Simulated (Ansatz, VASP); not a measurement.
Se: VASP beside Ansatz

INCAR

```
SYSTEM = Se
PREC = Accurate
ENCUT = 520
EDIFF = 1E-6
ISMEAR = -1
SIGMA = 0.1
LREAL = .FALSE.
LASPH = .TRUE.
NELM = 80
ALGO = Normal
ISIF = 2
LWAVE = .FALSE.
LCHARG = .FALSE.
GGA = PS
NBANDS = 9
```

The input KPOINTS:

```
Automatic mesh
0
G
  15 15 15
  0 0 0
```

The input POSCAR:

```
Se
1.0
   -1.6652327965      1.6652327965      1.6652327965
    1.6652327965     -1.6652327965      1.6652327965
    1.6652327965      1.6652327965     -1.6652327965
Se
1
Direct
    0.0000000000      0.0000000000      0.0000000000
```

Input for Ansatz:

```yaml
crystal:
  lattice:
    - [-1.6652327965, 1.6652327965, 1.6652327965]
    - [1.6652327965, -1.6652327965, 1.6652327965]
    - [1.6652327965, 1.6652327965, -1.6652327965]
  atoms:
    - { symbol: Se, position: [0.0, 0.0, 0.0] }
hamiltonian:
  xc: pbesol
  pseudopotentials:
    kind: paw
    azcp:
      Se: "pseudopotentials/Se.paw.azcp"
basis:
  ecutwfc: 420
  fft_grid_basis: typed
kpoints:
  mp_grid: { grid: [15, 15, 15], shift: [0, 0, 0] }
magnetization:
  spin_polarized: false
scf:
  occupations: { method: fermi_dirac, width: 0.1 }
  lower_state_search: "off"
output:
  stress: true
```

Alike in both runs: task single point; functional PBEsol; k mesh 15 × 15 × 15; occupations fermi-dirac, width 0.1 eV; no spin polarisation.

|  | VASP | Ansatz |
| --- | --- | --- |
| version | VASP 6.6.1 | Ansatz 0.2.0 |
| potentials or method | VASP PAW PBE potentials, release 64 (Se), cutoff 520 eV | plane waves (420 eV) with PAW, scalar-relativistic |
| valence electrons in the cell | 6 | 16 |

```tsv
	VASP	Ansatz	Ansatz less VASP
pressure (GPa)	4.4	4.2	-0.12
```

VASP's potentials were made for PBE, not for PBEsol, and Ansatz warns of the same on its side. VASP's potentials hold 6 valence electrons a cell and Ansatz's 16, so a difference there can come from the potentials and not from the codes.
